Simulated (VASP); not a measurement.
# TaN in VASP: further runs, part 2 of 2

VASP 6.6.1. Earlier steps stand in the parts before.

### Step 3. Single point, PBEsol

Contents of INCAR:

```
SYSTEM = TaN
PREC = Accurate
ENCUT = 520
EDIFF = 1E-6
ISMEAR = 0
SIGMA = 0.1
LREAL = .FALSE.
LASPH = .TRUE.
NELM = 80
ALGO = Normal
ISIF = 2
LWAVE = .FALSE.
LCHARG = .FALSE.
LDIPOL = .TRUE.
IDIPOL = 3
DIPOL = 0.5 0.5 0.500
GGA = PS
NBANDS = 42
```

Contents of KPOINTS:

```
regular mesh
0
G
  12 12 1
  0 0 0
```

Contents of POSCAR:

```
TaN
1.0
    2.9239890448      0.0000000000      0.0000000000
   -1.4619945224      2.5322487932      0.0000000000
    0.0000000000      0.0000000000     25.0475467489
Ta N
4 4
Direct
    0.3333333333      0.6666666667      0.3009637528
    0.3333333333      0.6666666667      0.4152891223
    0.3333333333      0.6666666667      0.5301073447
    0.3333333333      0.6666666667      0.6477078354
    0.0000000000      0.0000000000      0.3589222533
    0.0000000000      0.0000000000      0.4722607087
    0.0000000000      0.0000000000      0.5852347461
    0.0000000000      0.0000000000      0.6895142368
```

Potentials or basis: VASP PAW PBE potentials, release 64 (Ta_pv, N).

Launch:

```console
$ cat potpaw_PBE.64/Ta_pv/POTCAR potpaw_PBE.64/N/POTCAR > POTCAR
$ mpirun -np 1 vasp_std > vasp.out
```

OUTCAR:

```text
SYSTEM = TaN
   PREC = Accurate
   ENCUT = 520
   EDIFF = 1E-6
   ISMEAR = 0
   LREAL = .FALSE.
   LASPH = .TRUE.
   NELM = 80
   ISIF = 2
   GGA = PS

 ion  position               nearest neighbor table
   1  0.333  0.667  0.301-   5 2.23   5 2.23   5 2.23   2 2.86
   2  0.333  0.667  0.415-   5 2.20   5 2.20   5 2.20   6 2.21   6 2.21   6 2.21   1 2.86   3 2.88

   3  0.333  0.667  0.530-   7 2.18   7 2.18   7 2.18   6 2.22   6 2.22   6 2.22   2 2.88   4 2.95

   4  0.333  0.667  0.648-   8 1.99   8 1.99   8 1.99   7 2.30   7 2.30   7 2.30   3 2.95
   5  0.000  0.000  0.359-   2 2.20   2 2.20   2 2.20   1 2.23   1 2.23   1 2.23
   6  0.000  0.000  0.472-   2 2.21   2 2.21   2 2.21   3 2.22   3 2.22   3 2.22
   7  0.000  0.000  0.585-   3 2.18   3 2.18   3 2.18   4 2.30   4 2.30   4 2.30
   8  0.000  0.000  0.690-   4 1.99   4 1.99   4 1.99

  LATTYP: Found a hexagonal cell.
 ALAT       =     2.9239890448
 C/A-ratio  =     8.5662245532

  Lattice vectors:

 A1 = (   2.9239890448,   0.0000000000,   0.0000000000)
 A2 = (  -1.4619945224,   2.5322487932,   0.0000000000)
 A3 = (   0.0000000000,   0.0000000000,  25.0475467489)

Analysis of symmetry for initial positions (statically):
=====================================================================
 Subroutine PRICEL returns:
 Original cell was already a primitive cell.

 Routine SETGRP: Setting up the symmetry group for a
 hexagonal supercell.

 Subroutine GETGRP returns: Found  6 space group operations
 (whereof  6 operations were pure point group operations)
 out of a pool of 24 trial point group operations.

The static configuration has the point symmetry C_3v.

Analysis of symmetry for dynamics (positions and initial velocities):
=====================================================================
 Subroutine PRICEL returns:
 Original cell was already a primitive cell.

 Routine SETGRP: Setting up the symmetry group for a
 hexagonal supercell.

 Subroutine GETGRP returns: Found  6 space group operations
 (whereof  6 operations were pure point group operations)
 out of a pool of 24 trial point group operations.

The dynamic configuration has the point symmetry C_3v.

 Subroutine INISYM returns: Found  6 space group operations
 (whereof  6 operations are pure point group operations),
 and found     1 'primitive' translations

----------------------------------------------------------------------------------------

                                     Primitive cell

  volume of cell :     185.4587

  direct lattice vectors                    reciprocal lattice vectors
     2.923989045  0.000000000  0.000000000     0.341998545  0.197452952  0.000000000
    -1.461994522  2.532248793  0.000000000     0.000000000  0.394905904  0.000000000
     0.000000000  0.000000000 25.047546749     0.000000000  0.000000000  0.039924070

  length of vectors
     2.923989045  2.923989045 25.047546749     0.394905904  0.394905904  0.039924070

  position of ions in fractional coordinates (direct lattice)
     0.333333333  0.666666667  0.300963753
     0.333333333  0.666666667  0.415289122
     0.333333333  0.666666667  0.530107345
     0.333333333  0.666666667  0.647707835
     0.000000000  0.000000000  0.358922253
     0.000000000  0.000000000  0.472260709
[... 63 lines left out ...]
   total plane-waves  NPLWV = 110592
   dimension x,y,z NGX =    24 NGY =   24 NGZ =  192
   dimension x,y,z NGXF=    48 NGYF=   48 NGZF=  384
   ions per type =               4   4
   NGX,Y,Z   is equivalent  to a cutoff of  13.65, 13.65, 12.74 a.u.
   NGXF,Y,Z  is equivalent  to a cutoff of  27.29, 27.29, 25.49 a.u.
 SYSTEM =  TaN
   PREC   = accura    normal or accurate (medium, high low for compatibility)
   ISTART =      0    job   : 0-new  1-cont  2-samecut
   ICHARG =      2    charge: 1-file 2-atom 10-const
   ISPIN  =      1    spin polarized calculation?
   LNONCOLLINEAR =      F non collinear calculations
   LSORBIT =      F    spin-orbit coupling
   LASPH  =      T    aspherical Exc in radial PAW
   ENCUT  =  520.0 eV  38.22 Ry    6.18 a.u.   5.44  5.44 46.57*2*pi/ulx,y,z
   NELM   =     80;   NELMIN=  2; NELMDL= -5     # of ELM steps
   EDIFF  = 0.1E-05   stopping-criterion for ELM
   LREAL  =      F    real-space projection
   EDIFFG = 0.1E-04   stopping-criterion for IOM
   NSW    =      0    number of steps for IOM
   IBRION =     -1    ionic relax: 0-MD 1-quasi-New 2-CG
   NFREE  =      0    steps in history (QN), initial steepest desc. (CG)
   ISIF   =      2    stress and relaxation
   ISYM   =      2    0-nonsym 1-usesym 2-fastsym
   POTIM  = 0.5000    time-step for ionic-motion
   TEBEG  =    0.0;   TEEND  =   0.0 temperature during run
   PSTRESS=    0.0 pullay stress
   NELECT =      64.0000    total number of electrons
   NUPDOWN=      -1.0000    fix difference up-down
   EMIN   =  10.00;   EMAX   =-10.00  energy-range for DOS
   EFERMI =   0.00;   METHOD = LEGACY
   ISMEAR =     0;   SIGMA  =   0.10  broadening in eV -4-tet -1-fermi 0-gaus
   EFERMI_NEDOS =   21; number of points for ismear=-14 and -15
   IALGO  =     38    algorithm
   IMIX   =      4    mixing-type and parameters
     AMIX     =   0.40;   BMIX     =  1.00
     AMIX_MAG =   1.60;   BMIX_MAG =  1.00
  volume/ion in A,a.u.               =      23.18       156.44
  Fermi-wavevector in a.u.,A,eV,Ry     =   1.148292  2.169957 17.940299  1.318575
  Thomas-Fermi vector in A             =   2.284968
   LORBIT       =      0    0 simple, 1 ext, 2 COOP (PROOUT), +10 PAW based schemes
   GGA     = PS    functional components
   LHFCALC =     F    Hartree Fock is set to
   AEXX    =    0.0000 exact exchange contribution
   IVDW    =     0    specifies the selected vdW correction
   LEPSILON=     F    determine dielectric tensor
   LRPA    =     F    only Hartree local field effects (RPA)
 non-spin polarized calculation
 Gauss-broadening in eV      SIGMA  =   0.10
  energy-cutoff  :      520.00
  volume of cell :      185.46
 maximum number of plane-waves:      5077
 NGX is ok and might be reduce to    24
   NGX = 11   NGY = 11   NGZ = 93

 dipolmoment           0.000000      0.000000     -0.005856 electrons x Angstroem

 number of electron      64.0000010 magnetization

 dipolmoment           0.000000      0.000000      0.051112 electrons x Angstroem

 Free energy of the ion-electron system (eV)
  ---------------------------------------------------
  ext. energy  EPLUGINS =         0.00000000
  ---------------------------------------------------
  free energy    TOTEN  =       -91.35745487 eV

  energy without entropy =      -91.34089867  energy(sigma->0) =      -91.34917677

 E-fermi :   0.4941     XC(G=0):  -7.0044

 val. band max:        0.4611576586   @ k =   0.3333   0.1667   0.0000
 cond. band min:       0.5272207632   @ k =   0.0833   0.0000   0.0000
 fundamental gap:      0.0660631046
 Fermi energy:         0.4940611870

 k-point     1 :       0.0000    0.0000    0.0000
  band No.  band energies     occupation
      1     -34.7963      2.00000
      2     -34.5439      2.00000
      3     -34.2300      2.00000
      4     -34.0122      2.00000
      5     -33.8587      2.00000
      6     -33.8587      2.00000
[... 844 lines left out ...]
     41       5.2311      0.00000
     42       5.4045      0.00000

------------------------ aborting loop because EDIFF is reached ----------------------------------------

 vacuum level on the upper side and lower side of the slab       (xc-potential included)         0.426        -0.753

  FORCE on cell =-STRESS in cart. coord.  units (eV):
  Direction    XX          YY          ZZ          XY          YZ          ZX
  --------------------------------------------------------------------------------------
  -------------------------------------------------------------------------------------
  Total        2.1784289      2.1784289      0.5417454      0.0000000      0.0000000      0.0000000
  in kB       18.8194386     18.8194386      4.6801361      0.0000000      0.0000000      0.0000000
  external PRESSURE =      14.1063378 kB  Pullay stress =       0.0000000 kB

 VOLUME and BASIS-vectors are now :
 -----------------------------------------------------------------------------
  energy-cutoff  :      520.00
  volume of cell :      185.46
      direct lattice vectors                 reciprocal lattice vectors
     2.923989045  0.000000000  0.000000000     0.341998545  0.197452952  0.000000000
    -1.461994522  2.532248793  0.000000000     0.000000000  0.394905904  0.000000000
     0.000000000  0.000000000 25.047546749     0.000000000  0.000000000  0.039924070

 POSITION                                       TOTAL-FORCE (eV/Angst)
 -----------------------------------------------------------------------------------
     -0.00000      1.68817      7.53840        -0.000000      0.000000     -0.041514
     -0.00000      1.68817     10.40197         0.000000      0.000000     -0.001369
     -0.00000      1.68817     13.27789         0.000000      0.000000     -0.001663
     -0.00000      1.68817     16.22349        -0.000000     -0.000000     -0.082478
      0.00000      0.00000      8.99012         0.000000     -0.000000     -0.016715
      0.00000      0.00000     11.82897         0.000000      0.000000      0.008314
      0.00000      0.00000     14.65869        -0.000000      0.000000     -0.004987
      0.00000      0.00000     17.27064        -0.000000     -0.000000      0.140412
 -----------------------------------------------------------------------------------
    total drift:                                0.000000      0.000000     -0.000390

  FREE ENERGIE OF THE ION-ELECTRON SYSTEM (eV)
  ---------------------------------------------------
  free  energy   TOTEN  =       -91.3574548653 eV

  energy  without entropy=      -91.3408986654  energy(sigma->0) =      -91.34917677

 vacuum level on the upper side and lower side of the slab         6.741         5.508
```

Wall time 13 min (1 thread of AMD EPYC 7R13, shared host); peak memory 0.35 GiB.

What came out:

| Item | Value |
| --- | --- |
| Free energy | -91.3575 eV |
| Largest force | 0.140 eV/Å |
| Band gap on the k mesh | zero (band 32 reaches 1.00 eV, above the bottom of band 33 at 0.08 eV) |

Forces on the atoms (eV/Å):
```
Ta   0.000  0.000 -0.042
Ta   0.000  0.000 -0.001
Ta   0.000  0.000 -0.002
Ta   0.000  0.000 -0.082
N    0.000  0.000 -0.017
N    0.000  0.000  0.008
N    0.000  0.000 -0.005
N    0.000  0.000  0.140
```

Caveat: the PAW data sets were made with another functional, which shifts forces and pressure a little; spin-orbit coupling is left out, which moves the levels of the heavy elements.
